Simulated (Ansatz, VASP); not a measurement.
# One calculation of BiW, two programs

```
CELL_PARAMETERS angstrom
5.39211 0.00000 0.00000
0.00000 6.52123 0.00000
0.03265 0.00000 5.66854
ATOMIC_POSITIONS crystal
W 0.00000 0.18200 0.25000
W 0.00000 0.81800 0.75000
Bi 0.50000 0.68000 0.25000
Bi 0.50000 0.32000 0.75000
```

Alike in both runs: task single point; functional PBE; k mesh 4 × 3 × 3; no spin polarisation.

|  | VASP | Ansatz |
| --- | --- | --- |
| version | VASP 6.6.1 | Ansatz 0.2.0 |
| potentials or method | VASP PAW PBE potentials, release 64 (W_sv, Bi_d), cutoff 520 eV | PAW plane waves |
| occupations | fermi-dirac, width 0.1 eV | fermi-dirac |
| valence electrons in the cell | 58 | 58 |

```csv
,VASP,Ansatz,Ansatz less VASP
gap on the k mesh at the Fermi level (eV),none,none,-
pressure (GPa),-13.7,-13.7,+0.03
"traceless stress, the component that is largest in VASP (GPa)",2.62,2.63,+0.002
rms of the force components (eV/Å),0.706,0.707,+0.0009
```

Atom by atom the forces differ by 0.001 eV/Å (rms over components). A gap of «none» marks a metal or a gap that the smearing closes.

The k mesh is coarse, so the values compare programs but aren't converged. Spin-orbit coupling is off throughout.
